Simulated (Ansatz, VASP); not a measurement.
## SnO: VASP beside Ansatz

Contents of INCAR:

```
  ALGO = Normal
  EDIFF = 1E-6
  ENCUT = 600
  GGA = PE
  GGA_COMPAT = F
  ISIF = 2
  ISMEAR = -1
  LASPH = T
  LCHARG = F
  LREAL = F
  LWAVE = F
  NBANDS = 28
  NELM = 120
  PREC = Accurate
  SIGMA = 0.02
```

KPOINTS

```
k-points
0
Gamma
  6 6 6
```

File POSCAR:

```
SnO
1.0
    4.0167943881      0.0000000000      0.0000000000
    0.0000000000      3.7926488416      0.0000000000
    0.0000000000      0.0000000000      4.7582137882
Sn O
2 2
Direct
    0.5000000000      0.0000000000      0.2334965399
    0.0000000000      0.5000000000      0.7665034601
    0.0000000000      0.0000000000      0.0096912188
    0.5000000000      0.5000000000     -0.0096912188
```

Input for Ansatz:

```yaml
crystal:
  lattice:
    - [4.0167943881, 0.0, 0.0]
    - [0.0, 3.7926488416, 0.0]
    - [0.0, 0.0, 4.7582137882]
  atoms:
    - { symbol: Sn, position: [0.5, 0.0, 0.2334965399] }
    - { symbol: Sn, position: [0.0, 0.5, 0.7665034601] }
    - { symbol: O, position: [0.0, 0.0, 0.0096912188] }
    - { symbol: O, position: [0.5, 0.5, -0.0096912188] }
kpoints:
  mp_grid: { grid: [6, 6, 6] }
  band_path:
    path:
      - [0.0, 0.0, 0.0]
      - [0.0, 0.5, 0.0]
      - [0.5, 0.5, 0.0]
      - [0.0, 0.0, 0.5]
      - [0.0, 0.5, 0.5]
      - [0.5, 0.5, 0.5]
      - [0.0, 0.15625, 0.0]
    npoints: 1
hamiltonian:
  xc: pbe
scf:
  occupations: { method: fermi_dirac, width: 0.02 }
  n_extra_bands: 5
output:
  forces: true
  stress: true
  eigenvalues: true
```

Change from the starting cell: uniaxial_x strain +5.9%.

Alike in both runs: task single point; functional PBE; k mesh 6 × 6 × 6; occupations fermi-dirac, width 0.02 eV; no spin polarisation.

```csv
,VASP,Ansatz
version,VASP 6.6.1,Ansatz 0.2.0
potentials or method,"VASP PAW PBE potentials, release 64 (Sn_d, O)","plane waves, PAW"
plane-wave cutoff (eV),600,420
valence electrons in the cell,40,40
```

```csv
,VASP,Ansatz,Ansatz less VASP
pressure (GPa),1.6,1.4,-0.15
"traceless stress, the component that is largest in VASP (GPa)",1.99,1.99,+0.004
rms of the force components (eV/Å),0.211,0.179,-0.0322
```

Atom by atom the forces differ by 0.032 eV/Å (rms over components). With one functional, cell and mesh, what is left measures potentials, basis and numerics.
